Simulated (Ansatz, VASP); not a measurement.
## Two plane-wave programs on Li2Se

```
Se Li
1.0
     0.00000    3.02238    3.02238
     3.02238    0.00000    3.02238
     3.02238    3.02238    0.00000
Se Li
1 2
Direct
  0.00000 0.00000 0.00000
  0.75000 0.75000 0.75000
  0.25000 0.25000 0.25000
```

Alike in both runs: task single point; functional LDA; k mesh 7 × 7 × 7; occupations fermi-dirac, width 0.05 eV; no spin polarisation.

|  | VASP | Ansatz |
| --- | --- | --- |
| version | VASP 6.6.1 | Ansatz 0.2.0 |
| potentials or method | VASP PAW LDA potentials, release 64 (Se, Li_sv) | Ansatz PAW |
| plane-wave cutoff (eV) | 750 | 420 |
| valence electrons in the cell | 12 | 22 |

```tsv
	VASP	Ansatz	Ansatz less VASP
gap on the k mesh at the Fermi level (eV)	2.95	2.96	+0.003
least direct gap on the mesh (eV)	3.12	3.11	-0.016
pressure (GPa)	-3.1	-3.1	+0.01
```

LDA's correlation is that of Perdew and Zunger in VASP and of Perdew and Wang (1992) in Ansatz. VASP's potentials hold 12 valence electrons a cell and Ansatz's 22, so a difference there can come from the potentials and not from the codes.

Noted on Ansatz's run: odd divisions of the mesh miss points on the zone boundary, where band edges often lie, so the gap on the mesh can be too wide.
